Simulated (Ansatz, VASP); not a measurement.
## One calculation of HfN, two programs

The input INCAR:

```
SYSTEM = HfN
ALGO     = Normal         ! electronic algorithm
EDIFF    = 1E-7           ! SCF threshold, eV
ENCUT    = 520            ! plane-wave cutoff, eV
GGA      = PS             ! functional
ISIF     = 2              ! what is computed and relaxed
ISMEAR   = 0              ! smearing method
LASPH    = .True.         ! aspherical terms in the spheres
LCHARG   = .True.         ! write CHGCAR
LELF     = .True.         ! ELF
LREAL    = .False.        ! projectors in reciprocal space
LVHAR    = .True.       
LWAVE    = .False.        ! write WAVECAR
NBANDS   = 14             ! bands
NELM     = 100            ! most SCF steps
PREC     = Accurate       ! precision mode
SIGMA    = 0.15           ! smearing width, eV
```

Contents of KPOINTS:

```
k-points
0
Gamma
  18 18 18
  0 0 0
```

The input POSCAR:

```
HfN
1.0
    0.0000000000      2.3719500000      2.2590000000
    2.3719500000      0.0000000000      2.2590000000
    2.3719500000      2.3719500000      0.0000000000
Hf N
1 1
Direct
    0.0000000000      0.0000000000      0.0000000000
    0.5000000000      0.5000000000      0.5000000000
```

Input for Ansatz:

```yaml
crystal:
  lattice:
    - [0.0, 2.37195, 2.259]
    - [2.37195, 0.0, 2.259]
    - [2.37195, 2.37195, 0.0]
  atoms:
    - { symbol: Hf, position: [0.0, 0.0, 0.0] }
    - { symbol: "N", position: [0.5, 0.5, 0.5] }
basis:
  ecutwfc: 420
kpoints:
  mp_grid: { grid: [18, 18, 18] }
hamiltonian:
  xc: pbesol
scf:
  occupations: { method: gaussian, width: 0.15 }
output:
  forces: true
  stress: true
  eigenvalues: true
```

Change from the starting cell: strain +0.050 along x and y, +0.000 along z, atoms carried along.

Alike in both runs: task single point; functional PBEsol; k mesh 18 × 18 × 18; occupations gaussian, width 0.15 eV; no spin polarisation.

|  | VASP | Ansatz |
| --- | --- | --- |
| version | VASP 6.6.1 | Ansatz 0.2.0 |
| potentials or method | VASP PAW PBE potentials, release 64 (Hf_pv, N), cutoff 520 eV | scalar-relativistic, plane waves, PAW |
| valence electrons in the cell | 15 | 31 |

|  | VASP | Ansatz | Ansatz less VASP |
| --- | --- | --- | --- |
| gap on the k mesh at the Fermi level (eV) | none | none | - |
| pressure (GPa) | -25.1 | -23.2 | +1.88 |
| traceless stress, the component that is largest in VASP (GPa) | 10.24 | 10.42 | +0.182 |

VASP's potentials were made for PBE, not for PBEsol. A gap of «none» marks a metal or a gap that the smearing closes. VASP's potentials hold 15 valence electrons a cell and Ansatz's 31, so a difference there can come from the potentials and not from the codes.

Spin-orbit coupling is off throughout.
